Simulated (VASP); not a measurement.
A run of VASP 6.6.1 is set up as follows.

File INCAR:

```
PREC     = Accurate       # precision mode
ENCUT    = 520            # plane-wave cutoff, eV
EDIFF    = 1E-6           # SCF threshold, eV
ISMEAR   = -1             # smearing method
SIGMA    = 0.2            # smearing width, eV
LREAL    = False          # projectors in reciprocal space
LASPH    = True           # aspherical terms in the spheres
NELM     = 100            # most SCF steps
ALGO     = Normal         # electronic algorithm
ISIF     = 2              # what is computed and relaxed
LWAVE    = False          # write WAVECAR
LCHARG   = False          # write CHGCAR
GGA      = PS             # functional
NBANDS   = 16             # bands
```

Contents of KPOINTS:

```
regular mesh
0
Gamma
  5 5 5
```

File POSCAR:

```
Cs
1.0
   -2.5538460000      2.5538460000      9.5960670000
    2.5538460000     -2.5538460000      9.5960670000
    2.5538460000      2.5538460000     -9.5960670000
Cs
2
Direct
    0.2500000000      0.7500000000      0.5000000000
    0.5000000000      0.5000000000      0.0000000000
```

Potentials or basis: VASP PAW PBE potentials, release 64 (Cs_sv).

The run is started by

```console
$ cat potpaw_PBE.64/Cs_sv/POTCAR > POTCAR
$ mpirun -np 1 vasp_std > vasp.out
```

Problem. Estimate the pressure.

Solution. -0.1 GPa.

Problem. Estimate the band gap on the k mesh.

Solution. Zero (band 9 reaches 0.61 eV, above the bottom of band 10 at -0.68 eV).

Stress tensor (GPa, compression positive):
```
-0.10  0.00  0.00
 0.00 -0.10  0.00
 0.00  0.00 -0.22
```

Caveat: the PAW data sets were made with another functional, which shifts forces and pressure a little; spin-orbit coupling is left out, which moves the levels of the heavy elements.
